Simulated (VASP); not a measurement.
Ta, 2 atoms in the cell. The structure is hexagonal, space group P6_3/mmc (No. 194). Conventional cell: a = 2.841 Å, b = 2.841 Å, c = 5.061 Å, α = 90.00°, β = 90.00°, γ = 120.00°. Within 3.7 Å of Ta (site symmetry -6m2) lie 12 Ta at 2.84 to 3.02 Å. This isn't the form of Ta at room conditions, which is bcc.

| Property | Result |
| --- | --- |
| Program | VASP 6.6.1 |
| Task | single point |
| Functional | LDA |
| Potentials or basis | VASP PAW LDA potentials, release 64 (Ta_pv) |
| Cutoff | 520 eV |
| k mesh | 11 × 11 × 5 |
| Occupations | fermi-dirac, width 0.05 eV |
| Spin | no spin polarisation |
| Dipole correction | no |
| Further INCAR settings | ALGO = Normal; EDIFF = 1e-07; NBANDS = 18 |

Potentials or basis: VASP PAW LDA potentials, release 64 (Ta_pv).

Command:

```console
$ cat potpaw_LDA.64/Ta_pv/POTCAR > POTCAR
$ mpirun -np 1 vasp_std > vasp.out
```

Hardware: 1 thread of Intel Xeon 8259CL, with other jobs on the host.

Q: Estimate the wall time of this run.

A: Wall time 26 s on 1 thread of Intel Xeon 8259CL, on a shared host, peak memory 0.16 GiB. Counts: scf iterations 12, k points 48.
